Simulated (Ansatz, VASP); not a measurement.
## Two plane-wave programs on PtS2

Contents of INCAR:

```
SYSTEM = PtS2
PREC = Accurate ; ENCUT = 520
EDIFF = 1E-6 ; ISMEAR = -1
SIGMA = 0.02 ; LREAL = .False.
LASPH = .True. ; NELM = 80
ALGO = Normal ; ISIF = 2
LWAVE = .False. ; LCHARG = .True.
GGA = PE ; LELF = .True.
LVHAR = .True. ; NBANDS = 31
```

Contents of KPOINTS:

```
Automatic mesh
0
Gamma
  6 6 6
  0 0 0
```

Contents of POSCAR:

```
PtS2
1.0
    5.4233923774      0.0000000000      0.0000000000
    0.0000000000      5.4233923774      0.0000000000
    0.0000000000      0.0000000000      3.7881554414
Pt S
2 4
Direct
    0.0000000000      0.0000000000      0.0000000000
    0.5000000000      0.5000000000      0.5000000000
    0.3093123642      0.3093123642      0.0000000000
    0.1906876358      0.8093123642      0.5000000000
    0.8093123642      0.1906876358      0.5000000000
    0.6906876358      0.6906876358      0.0000000000
```

Input for Ansatz:

```yaml
crystal:
  lattice:
    - [5.4233923774, 0.0, 0.0]
    - [0.0, 5.4233923774, 0.0]
    - [0.0, 0.0, 3.7881554414]
  atoms:
    - { symbol: Pt, position: [0.0, 0.0, 0.0] }
    - { symbol: Pt, position: [0.5, 0.5, 0.5] }
    - { symbol: S, position: [0.3093123642, 0.3093123642, 0.0] }
    - { symbol: S, position: [0.1906876358, 0.8093123642, 0.5] }
    - { symbol: S, position: [0.8093123642, 0.1906876358, 0.5] }
    - { symbol: S, position: [0.6906876358, 0.6906876358, 0.0] }
kpoints:
  mp_grid: { grid: [6, 6, 6] }
  band_path:
    path:
      - [[0.0, 0.0, 0.0], [-5.407802956346e-54, 0.5, 0.0], [0.5, 0.5, 0.0], [0.0, 0.0, 0.0], [0.0, 0.0, 0.5], [-5.407802956346e-54, 0.5, 0.5], [0.5, 0.5, 0.5], [0.0, 0.0, 0.5]]
      - [[-5.407802956346e-54, 0.5, 0.0], [-5.407802956346e-54, 0.5, 0.5]]
      - [[0.5, 0.5, 0.0], [0.5, 0.5, 0.5]]
    npoints: 10
hamiltonian:
  xc: pbe
scf:
  occupations: { method: fermi_dirac, width: 0.02 }
  n_extra_bands: 5
output:
  forces: true
  stress: true
  eigenvalues: true
```

Alike in both runs: task single point; functional PBE; k mesh 6 × 6 × 6; occupations fermi-dirac, width 0.02 eV; no spin polarisation.

|  | VASP | Ansatz |
| --- | --- | --- |
| version | VASP 6.6.1 | Ansatz 0.2.0 |
| potentials or method | VASP PAW PBE potentials, release 64 (Pt, S) | plane waves, PAW |
| plane-wave cutoff (eV) | 520 | 420 |
| valence electrons in the cell | 44 | 60 |

Ansatz gave:

| Item | Value |
| --- | --- |
| pressure (GPa) | 2.4 |
| traceless stress, the component that is largest in VASP (GPa) | 0.68 |
| rms of the force components (eV/Å) | 0.020 |

Q: Which values does VASP return?

A: Pressure (GPa): 2.1; traceless stress, the component that is largest in VASP (GPa): 0.59; rms of the force components (eV/Å): 0.016.

Atom by atom the forces differ by 0.004 eV/Å (rms over components). VASP's potentials hold 44 valence electrons a cell and Ansatz's 60, so a difference there can come from the potentials and not from the codes.

Neither program's run includes spin-orbit coupling.
